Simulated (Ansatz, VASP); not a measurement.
# Two plane-wave programs on BaMg3H3

```
Ba Mg H
1.0
     4.36107    0.00000    0.00000
     0.00000    4.36107    0.00000
     0.00000    0.00000    7.09778
Ba Mg H
1 3 3
Direct
  0.00000 0.00000 0.63165
  0.50000 0.00000 0.07542
  0.00000 0.50000 0.07542
  0.50000 0.50000 0.37598
  0.50000 0.50000 0.64528
  0.50000 0.00000 0.38976
  0.00000 0.50000 0.38976
```

Alike in both runs: functional PBE; k mesh 10 × 10 × 6; occupations gaussian, width 0.1 eV; no spin polarisation.

Ansatz relaxed the structure, and its values are those at the end. VASP's run is a single point on that final structure, the one shown.

|  | VASP | Ansatz |
| --- | --- | --- |
| version | VASP 6.6.1 | Ansatz 0.2.0 |
| potentials or method | VASP PAW PBE potentials, release 64 (Ba_sv, Mg, H), cutoff 520 eV | scalar-relativistic, plane waves, PAW |
| valence electrons in the cell | 19 | 43 |

```csv
,VASP,Ansatz,Ansatz less VASP
gap on the k mesh at the Fermi level (eV),none,none,-
pressure (GPa),0.1,0.0,-0.09
rms of the force components (eV/Å),0.013,0.001,-0.0119
```

A gap of «none» marks a metal or a gap that the smearing closes. With one functional, cell and mesh, what is left measures potentials, basis and numerics. VASP's potentials hold 19 valence electrons a cell and Ansatz's 43, so a difference there can come from the potentials and not from the codes.

Spin-orbit coupling is off throughout.
